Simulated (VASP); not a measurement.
## YNbSe3: single point with PBE

The system is YNbSe3.

```
CELL_PARAMETERS angstrom
5.34482 0.00000 0.00000
0.00000 5.34482 0.00000
0.00000 0.00000 5.34482
ATOMIC_POSITIONS crystal
Y 0.00000 0.00000 0.00000
Nb 0.50000 0.50000 0.50000
Se 0.50000 0.00000 0.00000
Se 0.00000 0.50000 0.00000
Se 0.00000 0.00000 0.50000
```

The cell was generated, and may not be a known phase.

```json
{
  "Program": "VASP 6.6.1",
  "Task": "single point",
  "Functional": "PBE",
  "Potentials or basis": "VASP PAW PBE potentials, release 64 (Y_sv, Nb_sv, Se)",
  "Cutoff": "520 eV",
  "k mesh": "8 × 8 × 8",
  "Occupations": "gaussian, width 0.1 eV",
  "Spin": "collinear spin",
  "Starting moments": "[0.0, 3.16, -0.28, -0.28, -0.28] μB"
}
```

```yaml
Pressure: 0.0 GPa
Net_moment: 2.06 μB per cell
Site_moments: Y +0.02; Nb +2.35; Se -0.26 μB
Valence_electrons_inside_the_program's_atomic_spheres: Y 9.97; Nb 10.45; Se 3.84
```

Levels at points of the mesh, in eV from the Fermi level:
Spin up:
```
           k point  band 19  band 20  band 21  band 22  band 23  band 24  band 25  band 26
(0.00, 0.00, 0.00)    -0.63    -0.43    -0.43    -0.43    -0.12     0.02     0.02     0.02
(0.50, 0.00, 0.00)    -0.46    -0.46    -0.39    -0.36     0.53     0.70     0.70     2.38
(0.50, 0.50, 0.00)    -1.19    -0.57    -0.36    -0.21     0.46     0.46     0.85     1.93
(0.50, 0.50, 0.50)    -0.32    -0.32    -0.32    -0.32     0.06     0.50     0.50     0.50
```
Spin down:
| k point | band 17 | band 18 | band 19 | band 20 | band 21 | band 22 | band 23 | band 24 |
| --- | --- | --- | --- | --- | --- | --- | --- | --- |
| (0.00, 0.00, 0.00) | -1.03 | -0.19 | -0.19 | -0.19 | 1.10 | 1.26 | 1.26 | 1.26 |
| (0.50, 0.00, 0.00) | -2.03 | -1.60 | -0.47 | -0.47 | 1.55 | 1.87 | 2.22 | 2.22 |
| (0.50, 0.50, 0.00) | -1.81 | -1.81 | -1.33 | -0.07 | 1.71 | 1.83 | 2.17 | 2.17 |
| (0.50, 0.50, 0.50) | -2.61 | 0.07 | 0.07 | 0.07 | 1.37 | 1.56 | 1.56 | 1.56 |

Run time: 6 min on 1 thread of Intel(R) Xeon(R) Platinum 8259CL CPU @ 2.50GHz (Skylake/Cascade Lake) (shared host), peak memory 0.49 GiB.
